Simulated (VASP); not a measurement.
# H (P6_3/mmc) in VASP: further runs

Runs on H. Level: PBE. Tasks: single point.

All numbers are computed with VASP 6.6.1; they aren't measurements. Logs are shortened: lines on timing, memory, paths and dates and some standing lists are left out, and cuts for length are marked.

### 1 The cell of the first run

Symmetry: P6_3/mmc, No. 194, hexagonal system. Conventional cell: a = 3.648 Å, b = 3.648 Å, c = 4.794 Å, α = 90.00°, β = 90.00°, γ = 120.00°. H (site symmetry 3m) has 1 H at 0.70 Å within 1.0 Å.

### 2 Single point, PBE (strain -0.050 along x and y, -0.050 along z)

INCAR

```
ALGO = Normal ; EDIFF = 1E-7
ENCUT = 520 ; GGA = PE
ISIF = 2 ; ISMEAR = 0
LASPH = T ; LCHARG = T
LELF = T ; LREAL = F
LVHAR = T ; LWAVE = F
NBANDS = 10 ; NELM = 80
PREC = Accurate ; SIGMA = 0.05
```

KPOINTS

```
k-points
0
Gamma
  9 9 6
```

POSCAR

```
H
1.0
    3.6481239015      0.0000000000      0.0000000000
   -1.8240619507      3.1593679748      0.0000000000
    0.0000000000      0.0000000000      4.7943284725
H
4
Direct
    0.3333333333      0.6666666667      0.1764958800
    0.6666666667      0.3333333333      0.6764958800
    0.6666666667      0.3333333333      0.8235041200
    0.3333333333      0.6666666667      0.3235041200
```

Potentials or basis: VASP PAW PBE potentials, release 64 (H).

Run with:

```bash
cat potpaw_PBE.64/H/POTCAR > POTCAR
mpirun -np 1 vasp_std > vasp.out
```

OUTCAR:

```text
EDIFF = 1E-7
   ENCUT = 520
   GGA = PE
   ISIF = 2
   ISMEAR = 0
   LASPH = T
   LREAL = F
   NELM = 80
   PREC = Accurate

 ion  position               nearest neighbor table
   1  0.333  0.667  0.176-   4 0.70
   2  0.667  0.333  0.676-   3 0.70
   3  0.667  0.333  0.824-   2 0.70
   4  0.333  0.667  0.324-   1 0.70

  LATTYP: Found a hexagonal cell.
 ALAT       =     3.6481239015
 C/A-ratio  =     1.3141901432

  Lattice vectors:

 A1 = (   3.6481239015,   0.0000000000,   0.0000000000)
 A2 = (  -1.8240619507,   3.1593679748,   0.0000000000)
 A3 = (   0.0000000000,   0.0000000000,   4.7943284725)

Analysis of symmetry for initial positions (statically):
=====================================================================
 Subroutine PRICEL returns:
 Original cell was already a primitive cell.

 Routine SETGRP: Setting up the symmetry group for a
 hexagonal supercell.

 Subroutine GETGRP returns: Found 24 space group operations
 (whereof 12 operations were pure point group operations)
 out of a pool of 24 trial point group operations.

The static configuration has the point symmetry D_3d.
 The point group associated with its full space group is D_6h.

Analysis of symmetry for dynamics (positions and initial velocities):
=====================================================================
 Subroutine PRICEL returns:
 Original cell was already a primitive cell.

 Routine SETGRP: Setting up the symmetry group for a
 hexagonal supercell.

 Subroutine GETGRP returns: Found 24 space group operations
 (whereof 12 operations were pure point group operations)
 out of a pool of 24 trial point group operations.

The dynamic configuration has the point symmetry D_3d.
 The point group associated with its full space group is D_6h.

 Subroutine INISYM returns: Found 24 space group operations
 (whereof 12 operations are pure point group operations),
 and found     1 'primitive' translations

----------------------------------------------------------------------------------------

                                     Primitive cell

  volume of cell :      55.2583

  direct lattice vectors                    reciprocal lattice vectors
     3.648123901  0.000000000  0.000000000     0.274113497  0.158259501  0.000000000
    -1.824061951  3.159367975  0.000000000     0.000000000  0.316519003  0.000000000
     0.000000000  0.000000000  4.794328473     0.000000000  0.000000000  0.208579785

  length of vectors
     3.648123901  3.648123901  4.794328473     0.316519003  0.316519003  0.208579785

  position of ions in fractional coordinates (direct lattice)
     0.333333333  0.666666667  0.176495880
     0.666666667  0.333333333  0.676495880
     0.666666667  0.333333333  0.823504120
     0.333333333  0.666666667  0.323504120

  ion indices of the primitive-cell ions
   primitive index   ion index
                 1           1
                 2           2
                 3           3
                 4           4

----------------------------------------------------------------------------------------

 KPOINTS: k-points

Automatic generation of k-mesh.
 Grid dimensions read from file:
 generate k-points for:    9    9    6

 Generating k-lattice:

  Cartesian coordinates                     Fractional coordinates (reciprocal lattice)
     0.030457055  0.017584389  0.000000000     0.111111111  0.000000000  0.000000000
     0.000000000  0.035168778  0.000000000     0.000000000  0.111111111  0.000000000
     0.000000000  0.000000000  0.034763297     0.000000000  0.000000000  0.166666667

  Length of vectors
     0.035168778  0.035168778  0.034763297

  Shift w.r.t. Gamma in fractional coordinates (k-lattice)
     0.000000000  0.000000000  0.000000000

 Subroutine IBZKPT returns following result:
 ===========================================

 Found     48 irreducible k-points:

 Following reciprocal coordinates:
            Coordinates               Weight
  0.000000  0.000000  0.000000      1.000000
  0.111111 -0.000000  0.000000      6.000000
  0.222222 -0.000000  0.000000      6.000000
  0.333333 -0.000000  0.000000      6.000000
  0.444444 -0.000000  0.000000      6.000000
  0.111111  0.111111  0.000000      6.000000
[... 16 lines left out ...]
  0.333333  0.222222  0.166667     24.000000
  0.333333  0.333333  0.166667      4.000000
 [... further k-points ...]
   k-points           NKPTS =     48   k-points in BZ     NKDIM =     48   number of bands    NBANDS=     10
   number of dos      NEDOS =    301   number of ions     NIONS =      4
   total plane-waves  NPLWV =  28224
   dimension x,y,z NGX =    28 NGY =   28 NGZ =   36
   dimension x,y,z NGXF=    56 NGYF=   56 NGZF=   72
   ions per type =               4
   NGX,Y,Z   is equivalent  to a cutoff of  12.76, 12.76, 12.48 a.u.
   NGXF,Y,Z  is equivalent  to a cutoff of  25.52, 25.52, 24.97 a.u.
 SYSTEM =  unknown system
   PREC   = accura    normal or accurate (medium, high low for compatibility)
   ISTART =      0    job   : 0-new  1-cont  2-samecut
   ICHARG =      2    charge: 1-file 2-atom 10-const
   ISPIN  =      1    spin polarized calculation?
   LNONCOLLINEAR =      F non collinear calculations
   LSORBIT =      F    spin-orbit coupling
   LASPH  =      T    aspherical Exc in radial PAW
   ENCUT  =  520.0 eV  38.22 Ry    6.18 a.u.   6.78  6.78  8.91*2*pi/ulx,y,z
   NELM   =     80;   NELMIN=  2; NELMDL= -5     # of ELM steps
   EDIFF  = 0.1E-06   stopping-criterion for ELM
   LREAL  =      F    real-space projection
   EDIFFG = 0.1E-05   stopping-criterion for IOM
   NSW    =      0    number of steps for IOM
   IBRION =     -1    ionic relax: 0-MD 1-quasi-New 2-CG
   NFREE  =      0    steps in history (QN), initial steepest desc. (CG)
   ISIF   =      2    stress and relaxation
   ISYM   =      2    0-nonsym 1-usesym 2-fastsym
   POTIM  = 0.5000    time-step for ionic-motion
   TEBEG  =    0.0;   TEEND  =   0.0 temperature during run
   PSTRESS=    0.0 pullay stress
   NELECT =       4.0000    total number of electrons
   NUPDOWN=      -1.0000    fix difference up-down
   EMIN   =  10.00;   EMAX   =-10.00  energy-range for DOS
   EFERMI =   0.00;   METHOD = LEGACY
   ISMEAR =     0;   SIGMA  =   0.05  broadening in eV -4-tet -1-fermi 0-gaus
   EFERMI_NEDOS =   21; number of points for ismear=-14 and -15
   IALGO  =     38    algorithm
   IMIX   =      4    mixing-type and parameters
     AMIX     =   0.40;   BMIX     =  1.00
     AMIX_MAG =   1.60;   BMIX_MAG =  1.00
  volume/ion in A,a.u.               =      13.81        93.23
  Fermi-wavevector in a.u.,A,eV,Ry     =   0.682279  1.289321  6.333584  0.465505
  Thomas-Fermi vector in A             =   1.761307
   LORBIT       =      0    0 simple, 1 ext, 2 COOP (PROOUT), +10 PAW based schemes
   GGA     = PE    functional components
   LHFCALC =     F    Hartree Fock is set to
   AEXX    =    0.0000 exact exchange contribution
   IVDW    =     0    specifies the selected vdW correction
   LEPSILON=     F    determine dielectric tensor
   LRPA    =     F    only Hartree local field effects (RPA)
 non-spin polarized calculation
 Gauss-broadening in eV      SIGMA  =   0.05
  energy-cutoff  :      520.00
  volume of cell :       55.26
 maximum number of plane-waves:      1518
 NGX is ok and might be reduce to    28
   NGX = 13   NGY = 13   NGZ = 17

 number of electron       3.9999999 magnetization

 Free energy of the ion-electron system (eV)
  ---------------------------------------------------
  ext. energy  EPLUGINS =         0.00000000
  ---------------------------------------------------
  free energy    TOTEN  =       -13.49385923 eV

  energy without entropy =      -13.49385923  energy(sigma->0) =      -13.49385923

 E-fermi :  -8.6218     XC(G=0):  -4.8737

 val. band max:       -8.8557912404   @ k =   0.0000   0.0000   0.0000
 cond. band min:       0.8570963550   @ k =   0.0000   0.0000   0.0000
 fundamental gap:      9.7128875954
 Fermi energy:        -8.6218358135

 k-point     1 :       0.0000    0.0000    0.0000
  band No.  band energies     occupation
      1     -10.5995      2.00000
      2      -8.8558      2.00000
      3       0.8571      0.00000
      4       3.8633      0.00000
      5       7.0087      0.00000
      6       9.3040      0.00000
      7       9.4317      0.00000
      8       9.4317      0.00000
      9      10.9435      0.00000
     10      10.9435      0.00000

 k-point     2 :       0.1111   -0.0000    0.0000
  band No.  band energies     occupation
      1     -10.5202      2.00000
      2      -8.8606      2.00000
      3       1.0197      0.00000
      4       3.6182      0.00000
      5       6.2965      0.00000
      6       8.6572      0.00000
      7       8.9340      0.00000
      8       9.3391      0.00000
      9      11.8235      0.00000
     10      11.8337      0.00000

 k-point     3 :       0.2222   -0.0000    0.0000
  band No.  band energies     occupation
      1     -10.2996      2.00000
      2      -8.8878      2.00000
      3       1.5005      0.00000
      4       2.9878      0.00000
      5       5.2142      0.00000
      6       7.6917      0.00000
      7       7.9366      0.00000
      8       9.0167      0.00000
      9      11.9473      0.00000
     10      12.5461      0.00000

 k-point     4 :       0.3333   -0.0000    0.0000
  band No.  band energies     occupation
      1      -9.9923      2.00000
      2      -8.9676      2.00000
      3       2.2440      0.00000
      4       2.2666      0.00000
      5       4.5209      0.00000
      6       6.5887      0.00000
      7       7.0074      0.00000
      8       8.5576      0.00000
      9      10.7780      0.00000
     10      12.1626      0.00000
[... 222 lines left out ...]
 k-point    22 :       0.2222    0.2222    0.1667
  band No.  band energies     occupation
      1      -9.7739      2.00000
      2      -9.0750      2.00000
      3       2.1214      0.00000
      4       2.1659      0.00000
      5       4.6806      0.00000
      6       5.2429      0.00000
      7       7.5335      0.00000
      8       7.6487      0.00000
      9      11.6044      0.00000
     10      12.9499      0.00000

 k-point    23 :       0.3333    0.2222    0.1667
  band No.  band energies     occupation
      1      -9.5303      2.00000
      2      -9.1869      2.00000
      3       1.8966      0.00000
      4       2.7758      0.00000
      5       3.6078      0.00000
      6       5.6185      0.00000
      7       6.6696      0.00000
      8       6.9345      0.00000
      9      11.3086      0.00000
     10      12.4258      0.00000

 k-point    24 :       0.3333    0.3333    0.1667
  band No.  band energies     occupation
      1      -9.3351      2.00000
      2      -9.3351      2.00000
      3       2.1189      0.00000
      4       2.9908      0.00000
      5       2.9908      0.00000
      6       6.0781      0.00000
      7       6.0781      0.00000
      8       6.4128      0.00000
      9      10.8785      0.00000
     10      14.3835      0.00000

 [... further k-points ...]
[... 5 lines left out ...]
  --------------------------------------------------------------------------------------
  -------------------------------------------------------------------------------------
  Total       -0.0103728     -0.0103728      2.5507929     -0.0000000     -0.0000000     -0.0000000
  in kB       -0.3007530     -0.3007530     73.9585184     -0.0000000     -0.0000000     -0.0000000
  external PRESSURE =      24.4523374 kB  Pullay stress =       0.0000000 kB

 VOLUME and BASIS-vectors are now :
 -----------------------------------------------------------------------------
  energy-cutoff  :      520.00
  volume of cell :       55.26
      direct lattice vectors                 reciprocal lattice vectors
     3.648123901  0.000000000  0.000000000     0.274113497  0.158259501  0.000000000
    -1.824061951  3.159367975  0.000000000     0.000000000  0.316519003  0.000000000
     0.000000000  0.000000000  4.794328473     0.000000000  0.000000000  0.208579785

 POSITION                                       TOTAL-FORCE (eV/Angst)
 -----------------------------------------------------------------------------------
     -0.00000      2.10625      0.84618         0.000000     -0.000000     -1.810723
      1.82406      1.05312      3.24334        -0.000000      0.000000     -1.810723
      1.82406      1.05312      3.94815        -0.000000      0.000000      1.810723
     -0.00000      2.10625      1.55099         0.000000     -0.000000      1.810723
 -----------------------------------------------------------------------------------
    total drift:                               -0.000000      0.000000     -0.000000

  FREE ENERGIE OF THE ION-ELECTRON SYSTEM (eV)
  ---------------------------------------------------
  free  energy   TOTEN  =       -13.4938592300 eV

  energy  without entropy=      -13.4938592300  energy(sigma->0) =      -13.49385923
```

Run time: 15 s. Hardware: 1 thread of Intel Xeon Platinum 8375C at 2.90GHz (Ice Lake), shared host; peak memory 0.16 GiB.

What came out:

- Free energy: -13.4939 eV
- Pressure: 2.4 GPa
- Largest force: 1.811 eV/Å
- Band gap on the k mesh: 9.71 eV, direct

Forces in eV/Å, atoms in the order of the input:
```
H    0.000  0.000 -1.811
H    0.000  0.000 -1.811
H    0.000  0.000  1.811
H    0.000  0.000  1.811
```

Caveat: the cell differs from its parent crystal (strain -0.050 along x and y, -0.050 along z); forces of over 1 eV/Å act on the atoms, so gaps and moduli don't describe the material at rest.

### 3 Single point, PBE (strain -0.050 along x and y, -0.025 along z)

INCAR

```
SYSTEM = H
PREC = Accurate ; ENCUT = 520
EDIFF = 1E-7 ; ISMEAR = 0
SIGMA = 0.05 ; LREAL = .False.
LASPH = .True. ; NELM = 60
ALGO = Normal ; ISIF = 2
LWAVE = .False. ; LCHARG = .False.
GGA = PE ; NBANDS = 10
```

KPOINTS

```
regular mesh
0
Gamma
  9 9 6
  0 0 0
```

Changes to POSCAR since step 2:

```diff
@@ -4,3 +4,3 @@
    -1.8240619507      3.1593679748      0.0000000000
-    0.0000000000      0.0000000000      4.7943284725
+    0.0000000000      0.0000000000      4.9204950112
 H
```

Potentials or basis: VASP PAW PBE potentials, release 64 (H).

Run with:

```bash
cat potpaw_PBE.64/H/POTCAR > POTCAR
mpirun -np 1 vasp_std > vasp.out
```

Run time: 16 s. Hardware: 1 thread of Intel Xeon Platinum 8375C at 2.90GHz (Ice Lake), shared host; peak memory 0.17 GiB.

Results (log left out):

```
Free energy            : -13.5475 eV
Pressure               : 1.3 GPa
Largest force          : 1.005 eV/Å
Band gap on the k mesh : 9.41 eV, direct
```

Forces on the atoms (eV/Å):
```
H    0.000  0.000 -1.005
H    0.000  0.000 -1.005
H    0.000  0.000  1.005
H    0.000  0.000  1.005
```

Stress tensor (GPa, compression positive):
```
-0.04  0.00  0.00
 0.00 -0.04  0.00
 0.00  0.00  4.06
```

Levels at points of the mesh, in eV from the valence-band top:
| k point | band 1 | band 2 | band 3 | band 4 | band 5 |
| --- | --- | --- | --- | --- | --- |
| (0.00, 0.00, 0.00) | -1.66 | 0.00 | 9.41 | 12.63 | 15.69 |
| (0.00, 0.00, 0.50) | -0.92 | -0.92 | 10.80 | 10.80 | 17.95 |

Caveat: the cell differs from its parent crystal (strain -0.050 along x and y, -0.025 along z); forces of over 1 eV/Å act on the atoms, so gaps and moduli don't describe the material at rest.

### 4 Single point, PBE (strain -0.050 along x and y, +0.000 along z)

INCAR

```
PREC = Accurate
ENCUT = 520
EDIFF = 1E-6
ISMEAR = 0
SIGMA = 0.05
LREAL = F
LASPH = T
NELM = 60
ALGO = Normal
ISIF = 2
LWAVE = F
LCHARG = F
GGA = PE
NBANDS = 10
```

KPOINTS

```
Automatic mesh
0
Gamma
  9 9 6
```

Changes to POSCAR since step 3:

```diff
@@ -4,3 +4,3 @@
    -1.8240619507      3.1593679748      0.0000000000
-    0.0000000000      0.0000000000      4.9204950112
+    0.0000000000      0.0000000000      5.0466615500
 H
```

Run with:

```bash
cat potpaw_PBE.64/H/POTCAR > POTCAR
mpirun -np 1 vasp_std > vasp.out
```

Run time: 16 s. Hardware: 1 thread of Intel Xeon Platinum 8375C at 2.90GHz (Ice Lake), shared host; peak memory 0.17 GiB.

Results (log left out):

```
Free energy            : -13.5725 eV
Pressure               : 0.3 GPa
Largest force          : 0.292 eV/Å
Band gap on the k mesh : 9.13 eV, indirect (the least direct gap lies 3.7 meV higher)
```

Forces in eV/Å, atoms in the order of the input:
```
H    0.000  0.000 -0.292
H    0.000  0.000 -0.292
H    0.000  0.000  0.292
H    0.000  0.000  0.292
```

Stress tensor (GPa, compression positive):
```
-0.05  0.00  0.00
 0.00 -0.05  0.00
 0.00  0.00  1.11
```

Levels at points of the mesh, in eV from the valence-band top:
| k point | band 1 | band 2 | band 3 | band 4 | band 5 | band 6 |
| --- | --- | --- | --- | --- | --- | --- |
| (0.00, 0.00, 0.00) | -1.58 | 0.00 | 9.13 | 12.54 | 15.53 | 17.20 |
| (0.00, 0.00, 0.50) | -0.88 | -0.88 | 10.62 | 10.62 | 17.50 | 17.50 |

Caveat: the cell differs from its parent crystal (strain -0.050 along x and y, +0.000 along z).

### 5 Single point, PBE (strain -0.025 along x and y, -0.050 along z)

INCAR

```
SYSTEM = H
PREC = Accurate
ENCUT = 520
EDIFF = 1E-6
ISMEAR = 0
SIGMA = 0.05
LREAL = .FALSE.
LASPH = .TRUE.
NELM = 100
ALGO = Normal
ISIF = 2
LWAVE = .FALSE.
LCHARG = .FALSE.
GGA = PE
NBANDS = 10
```

KPOINTS

```
Automatic mesh
0
G
  9 9 6
  0 0 0
```

POSCAR

```
H
1.0
    3.7441271620      0.0000000000      0.0000000000
   -1.8720635810      3.2425092373      0.0000000000
    0.0000000000      0.0000000000      4.7943284725
H
4
Direct
    0.3333333333      0.6666666667      0.1764958800
    0.6666666667      0.3333333333      0.6764958800
    0.6666666667      0.3333333333      0.8235041200
    0.3333333333      0.6666666667      0.3235041200
```

Run with:

```bash
cat potpaw_PBE.64/H/POTCAR > POTCAR
mpirun -np 1 vasp_std > vasp.out
```

Wall time 15 s (1 thread of Intel Xeon Platinum 8375C at 2.90GHz (Ice Lake), shared host); peak memory 0.17 GiB.

The run converged. Its results:

```yaml
Free_energy: -13.4959 eV
Pressure: 2.3 GPa
Largest_force: 1.815 eV/Å
Band_gap_on_the_k_mesh: 9.86 eV, direct
```

Forces on the atoms (eV/Å):
```
H    0.000  0.000 -1.815
H    0.000  0.000 -1.815
H    0.000  0.000  1.815
H    0.000  0.000  1.815
```

Stress tensor (GPa, compression positive):
```
-0.07  0.00  0.00
 0.00 -0.07  0.00
 0.00  0.00  6.99
```

Levels at points of the mesh, in eV from the valence-band top:
```
           k point  band 1  band 2  band 3  band 4  band 5  band 6
(0.00, 0.00, 0.00)   -1.64    0.00    9.86   12.43   15.65   17.77
(0.00, 0.00, 0.50)   -0.90   -0.90   10.85   10.85   18.28   18.28
```

Caveat: the cell differs from its parent crystal (strain -0.025 along x and y, -0.050 along z); forces of over 1 eV/Å act on the atoms, so gaps and moduli don't describe the material at rest. A k mesh can miss the band edges.

[end of part 1 of 2]
